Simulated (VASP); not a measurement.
Write the native input for VASP 6.6.1 that does the following.

| Item | Value |
| --- | --- |
| Task | single point |
| Functional | PBE |
| Potentials or basis | VASP PAW PBE potentials, release 64 (Ni) |
| Cutoff | 520 eV |
| k mesh | 12 × 7 × 10 |
| Occupations | fermi-dirac, width 0.1 eV |
| Spin | collinear spin, ferromagnetic start |
| Starting moments | [0.75, 0.75] μB |
| Dipole correction | no |
| Further INCAR settings | ALGO = Normal; EDIFF = 1e-06; NBANDS = 21; ISYM = 0 |

The structure of Ni lies in POSCAR:

```
Ni
1.0
    0.0000000000     -1.7710500000     -1.7710500000
   -3.5421000000     -1.7710500000     -1.7710500000
    0.0000000000      1.7710500000     -1.7710500000
Ni
2
Direct
    0.0000000000      0.0000000000      0.0000000000
    0.0000000000      0.5000000000      0.5000000000
```

The input as run:

INCAR

```
PREC     = Accurate       # precision mode
ENCUT    = 520            # plane-wave cutoff, eV
EDIFF    = 1E-6           # SCF threshold, eV
ISMEAR   = -1             # smearing method
SIGMA    = 0.1            # smearing width, eV
LREAL    = F              # projectors in reciprocal space
LASPH    = T              # aspherical terms in the spheres
NELM     = 150            # most SCF steps
ALGO     = Normal         # electronic algorithm
ISIF     = 2              # what is computed and relaxed
LWAVE    = F              # write WAVECAR
LCHARG   = F              # write CHGCAR
ISPIN    = 2              # spin polarisation
MAGMOM   = 0.75 0.75      # initial moments
LORBIT   = 11             # projections on sites
LMAXMIX  = 4              # l up to which the mixer works
GGA      = PE             # functional
ISYM     = 0            
NBANDS   = 21             # bands
```

KPOINTS

```
Automatic mesh
0
Gamma
  12 7 10
```

Potentials or basis: VASP PAW PBE potentials, release 64 (Ni).

Command:

```console
$ cat potpaw_PBE.64/Ni/POTCAR > POTCAR
$ mpirun -np 1 vasp_std > vasp.out
```

It gave:

```
Pressure                                              : -3.4 GPa
Net moment                                            : 1.26 μB per cell
Site moments                                          : Ni +0.65 μB
Valence electrons inside the program's atomic spheres : Ni 9.27
```

Caveat: the cell stands under tension.

Wall time 3.3 min on 1 thread of AMD EPYC 9R45 (Zen 5) (shared host), peak memory 0.33 GiB.
